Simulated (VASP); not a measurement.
# P in VASP: a series of runs, part 2 of 2

VASP 6.6.1. The steps go on from the part before.

## 5. Single point, PBE

This run uses another cell than the first one: it holds 8 atoms, not 1.

INCAR

```
PREC = Accurate
ENCUT = 520
EDIFF = 1E-7
ISMEAR = 0
SIGMA = 0.2
LREAL = F
LASPH = T
NELM = 100
ALGO = Normal
ISIF = 2
LWAVE = F
LCHARG = F
GGA = PE
NBANDS = 30
```

KPOINTS

```
Automatic mesh
0
Gamma
  6 6 4
```

POSCAR

```
P
1.0
   -4.8771344640     -0.0016039288      0.0000414447
    2.4373167999      4.9066283444      0.0025149295
    0.0004179429     -2.4572407698     -4.8770945410
P
8
Direct
    0.4377560137      0.6250145607      0.2500198196
    0.6874439419      0.1249983072      0.2500005378
    0.1875596245      0.1249813554      0.2500197395
   -0.0627818238      0.6249570037      0.2499946997
    0.8128443207      0.3750132036      0.7499887952
    1.0630794937      0.8750438926      0.7499875401
    0.5619430016      0.8749957646      0.7499833223
    0.3121554277      0.3749959125      0.7500055456
```

Potentials or basis: VASP PAW PBE potentials, release 64 (P).

The run is started by

```bash
$ cat potpaw_PBE.64/P/POTCAR > POTCAR
$ mpirun -np 1 vasp_std > vasp.out
```

OUTCAR:

```text
PREC = Accurate
   ENCUT = 520
   EDIFF = 1E-7
   ISMEAR = 0
   LREAL = F
   LASPH = T
   NELM = 100
   ISIF = 2
   GGA = PE

 ion  position               nearest neighbor table
   1  0.438  0.625  0.250-   4 2.44   7 2.44   8 2.44   4 2.44   2 2.45   3 2.45
   2  0.687  0.125  0.250-   5 2.44   3 2.44   7 2.44   3 2.44   4 2.45   1 2.45
   3  0.188  0.125  0.250-   8 2.44   2 2.44   6 2.44   2 2.44   4 2.45   1 2.45
   4  0.937  0.625  0.250-   1 2.44   6 2.44   5 2.44   1 2.44   2 2.45   3 2.45
   5  0.813  0.375  0.750-   8 2.44   2 2.44   4 2.44   8 2.44   7 2.45   6 2.45
   6  0.063  0.875  0.750-   7 2.43   4 2.44   3 2.44   7 2.44   8 2.45   5 2.45
   7  0.562  0.875  0.750-   6 2.43   1 2.44   2 2.44   6 2.44   8 2.45   5 2.45
   8  0.312  0.375  0.750-   5 2.44   3 2.44   1 2.44   5 2.44   6 2.45   7 2.45

  LATTYP: Found a triclinic cell.
 ALAT       =     5.4786422787
 B/A-ratio  =     0.8902086466
 C/A-ratio  =     0.9968059208
 COS(alpha) =     0.0000638544
 COS(beta)  =     0.4033474454
 COS(gamma) =     0.4451705643

  Lattice vectors:

 A1 = (  -2.4373167999,  -4.9066283444,  -0.0025149295)
 A2 = (  -4.8771344640,  -0.0016039288,   0.0000414447)
 A3 = (   0.0004179429,  -2.4572407698,  -4.8770945410)

Analysis of symmetry for initial positions (statically):
=====================================================================
 Subroutine PRICEL returns:
 Original cell was already a primitive cell.

 Routine SETGRP: Setting up the symmetry group for a
 triclinic supercell.

 Subroutine GETGRP returns: Found  1 space group operations
 (whereof  1 operations were pure point group operations)
 out of a pool of  2 trial point group operations.

The static configuration has the point symmetry C_1 .

Analysis of symmetry for dynamics (positions and initial velocities):
=====================================================================
 Subroutine PRICEL returns:
 Original cell was already a primitive cell.

 Routine SETGRP: Setting up the symmetry group for a
 triclinic supercell.

 Subroutine GETGRP returns: Found  1 space group operations
 (whereof  1 operations were pure point group operations)
 out of a pool of  2 trial point group operations.

The dynamic configuration has the point symmetry C_1 .

 Subroutine INISYM returns: Found  1 space group operations
 (whereof  1 operations are pure point group operations),
 and found     1 'primitive' translations

----------------------------------------------------------------------------------------

                                     Primitive cell

  volume of cell :     116.6608

  direct lattice vectors                    reciprocal lattice vectors
    -4.877134464 -0.001603929  0.000041445    -0.205072377  0.101893901 -0.051355075
     2.437316800  4.906628344  0.002514930    -0.000067926  0.203892335 -0.102727676
     0.000417943 -2.457240770 -4.877094541    -0.000001778  0.000106005 -0.205093519

  length of vectors
     4.877134728  5.478642279  5.461143061     0.234679336  0.228309142  0.205093546

  position of ions in fractional coordinates (direct lattice)
     0.437756014  0.625014561  0.250019820
     0.687443942  0.124998307  0.250000538
     0.187559624  0.124981355  0.250019739
     0.937218176  0.624957004  0.249994700
     0.812844321  0.375013204  0.749988795
     0.063079494  0.875043893  0.749987540
[... 41 lines left out ...]
            Coordinates               Weight
  0.000000  0.000000  0.000000      1.000000
  0.166667  0.000000  0.000000      2.000000
  0.333333 -0.000000  0.000000      2.000000
  0.500000  0.000000  0.000000      1.000000
  0.000000  0.166667  0.000000      2.000000
  0.166667  0.166667  0.000000      2.000000
[... 16 lines left out ...]
  0.333333  0.000000  0.250000      2.000000
  0.500000  0.000000  0.250000      2.000000
 [... further k-points ...]
   k-points           NKPTS =     76   k-points in BZ     NKDIM =     76   number of bands    NBANDS=     30
   number of dos      NEDOS =    301   number of ions     NIONS =      8
   total plane-waves  NPLWV =  63504
   dimension x,y,z NGX =    36 NGY =   42 NGZ =   42
   dimension x,y,z NGXF=    72 NGYF=   84 NGZF=   84
   ions per type =               8
   NGX,Y,Z   is equivalent  to a cutoff of  12.27, 12.74, 12.79 a.u.
   NGXF,Y,Z  is equivalent  to a cutoff of  24.54, 25.49, 25.57 a.u.
 SYSTEM =  unknown system
   PREC   = accura    normal or accurate (medium, high low for compatibility)
   ISTART =      0    job   : 0-new  1-cont  2-samecut
   ICHARG =      2    charge: 1-file 2-atom 10-const
   ISPIN  =      1    spin polarized calculation?
   LNONCOLLINEAR =      F non collinear calculations
   LSORBIT =      F    spin-orbit coupling
   LASPH  =      T    aspherical Exc in radial PAW
   ENCUT  =  520.0 eV  38.22 Ry    6.18 a.u.   9.07 10.19 10.15*2*pi/ulx,y,z
   NELM   =    100;   NELMIN=  2; NELMDL= -5     # of ELM steps
   EDIFF  = 0.1E-06   stopping-criterion for ELM
   LREAL  =      F    real-space projection
   EDIFFG = 0.1E-05   stopping-criterion for IOM
   NSW    =      0    number of steps for IOM
   IBRION =     -1    ionic relax: 0-MD 1-quasi-New 2-CG
   NFREE  =      0    steps in history (QN), initial steepest desc. (CG)
   ISIF   =      2    stress and relaxation
   ISYM   =      2    0-nonsym 1-usesym 2-fastsym
   POTIM  = 0.5000    time-step for ionic-motion
   TEBEG  =    0.0;   TEEND  =   0.0 temperature during run
   PSTRESS=    0.0 pullay stress
   NELECT =      40.0000    total number of electrons
   NUPDOWN=      -1.0000    fix difference up-down
   EMIN   =  10.00;   EMAX   =-10.00  energy-range for DOS
   EFERMI =   0.00;   METHOD = LEGACY
   ISMEAR =     0;   SIGMA  =   0.20  broadening in eV -4-tet -1-fermi 0-gaus
   EFERMI_NEDOS =   21; number of points for ismear=-14 and -15
   IALGO  =     38    algorithm
   IMIX   =      4    mixing-type and parameters
     AMIX     =   0.40;   BMIX     =  1.00
     AMIX_MAG =   1.60;   BMIX_MAG =  1.00
  volume/ion in A,a.u.               =      14.58        98.41
  Fermi-wavevector in a.u.,A,eV,Ry     =   1.145829  2.165303 17.863418  1.312924
  Thomas-Fermi vector in A             =   2.282516
   LORBIT       =      0    0 simple, 1 ext, 2 COOP (PROOUT), +10 PAW based schemes
   GGA     = PE    functional components
   LHFCALC =     F    Hartree Fock is set to
   AEXX    =    0.0000 exact exchange contribution
   IVDW    =     0    specifies the selected vdW correction
   LEPSILON=     F    determine dielectric tensor
   LRPA    =     F    only Hartree local field effects (RPA)
 non-spin polarized calculation
 Gauss-broadening in eV      SIGMA  =   0.20
  energy-cutoff  :      520.00
  volume of cell :      116.66
 maximum number of plane-waves:      3168
   NGX = 19   NGY = 21   NGZ = 21

 number of electron      40.0000008 magnetization

 Free energy of the ion-electron system (eV)
  ---------------------------------------------------
  ext. energy  EPLUGINS =         0.00000000
  ---------------------------------------------------
  free energy    TOTEN  =       -42.20927878 eV

  energy without entropy =      -42.15006307  energy(sigma->0) =      -42.17967092

 E-fermi :   9.6024     XC(G=0): -11.2739

 val. band max:        9.5975725609   @ k =   0.1667  -0.1667   0.2500
 cond. band min:       9.6093626734   @ k =   0.1667   0.3333   0.2500
 fundamental gap:      0.0117901125
 Fermi energy:         9.6024203866

 k-point     1 :       0.0000    0.0000    0.0000
  band No.  band energies     occupation
      1      -6.8662      2.00000
      2      -2.5120      2.00000
      3      -1.2107      2.00000
      4      -1.2099      2.00000
      5      -0.7556      2.00000
      6      -0.7554      2.00000
[... 781 lines left out ...]
     29      13.9975      0.00000
     30      14.2282      0.00000

 [... further k-points ...]
[... 5 lines left out ...]
  --------------------------------------------------------------------------------------
  -------------------------------------------------------------------------------------
  Total       -0.1709994     -0.1377949     -0.2371443     -0.0033535     -0.0093762     -0.0022958
  in kB       -2.3484439     -1.8924258     -3.2568537     -0.0460563     -0.1287692     -0.0315302
  external PRESSURE =      -2.4992411 kB  Pullay stress =       0.0000000 kB

 VOLUME and BASIS-vectors are now :
 -----------------------------------------------------------------------------
  energy-cutoff  :      520.00
  volume of cell :      116.66
      direct lattice vectors                 reciprocal lattice vectors
    -4.877134464 -0.001603929  0.000041445    -0.205072377  0.101893901 -0.051355075
     2.437316800  4.906628344  0.002514930    -0.000067926  0.203892335 -0.102727676
     0.000417943 -2.457240770 -4.877094541    -0.000001778  0.000106005 -0.205093519

 POSITION                                       TOTAL-FORCE (eV/Angst)
 -----------------------------------------------------------------------------------
     -0.61153      2.45165     -1.21778         0.000504     -0.000919      0.000585
     -3.04799     -0.00209     -1.21893        -0.000504     -0.000358     -0.000105
     -0.61003     -0.00142     -1.21905         0.000867      0.000887      0.000639
     -3.04762      2.45063     -1.21764        -0.000833      0.001484     -0.000174
     -3.05001     -0.00416     -3.65679         0.001905     -0.000668     -0.000279
      1.82543      2.45051     -3.65556         0.003648     -0.001640     -0.000501
     -0.60772      2.44949     -3.65552        -0.003563      0.000749     -0.000487
     -0.60813     -0.00348     -3.65689        -0.002023      0.000466      0.000321
 -----------------------------------------------------------------------------------
    total drift:                               -0.000000      0.000000     -0.000000

  FREE ENERGIE OF THE ION-ELECTRON SYSTEM (eV)
  ---------------------------------------------------
  free  energy   TOTEN  =       -42.2092787756 eV

  energy  without entropy=      -42.1500630713  energy(sigma->0) =      -42.17967092
```

Wall time 3.2 min (1 thread of Intel Xeon Platinum 8259CL at 2.50GHz (Skylake/Cascade Lake), shared host); peak memory 0.33 GiB.

What came out:

```yaml
Free_energy: -42.2093 eV
Pressure: -0.2 GPa
Largest_force: 0.004 eV/Å
Band_gap_on_the_k_mesh: zero (bands 20 and 21 overlap by 2.93 eV)
```

Forces in eV/Å, atoms in the order of the input:
```
P    0.001 -0.001  0.001
P   -0.001  0.000  0.000
P    0.001  0.001  0.001
P   -0.001  0.001  0.000
P    0.002 -0.001  0.000
P    0.004 -0.002 -0.001
P   -0.004  0.001  0.000
P   -0.002  0.000  0.000
```

## 6. Summary

```tsv
task	cell	k mesh	cutoff (eV)	smearing	gap on the mesh (eV)	pressure (GPa)
single point	a = 2.443 Å, 1 atom, atomic positions A	8 × 8 × 8	520	gaussian 0.1 eV	none	-0.1
single point	a = 2.444 Å, 1 atom, atomic positions A	22 × 22 × 22	520	gaussian 0.1 eV	none	-0.3
relaxation of cell and atoms	relaxed from a = 2.443 Å, 1 atom, atomic positions A	22 × 22 × 22	600	gaussian 0.1 eV	none	-0.1
single point	a = 4.877, b = 5.479, c = 5.461 Å, angles 113.8, 90.0, 116.4°, 8 atoms, atomic positions B	6 × 6 × 4	520	gaussian 0.2 eV	none	-0.2
```

Alike in all rows: level PBE; potentials or basis VASP PAW PBE potentials, release 64 (P); no spin polarisation.

Caveats: the relaxation stopped at its first step, so nothing moved (at least some runs).

Absolute energies hang on the potentials; compare differences alone.
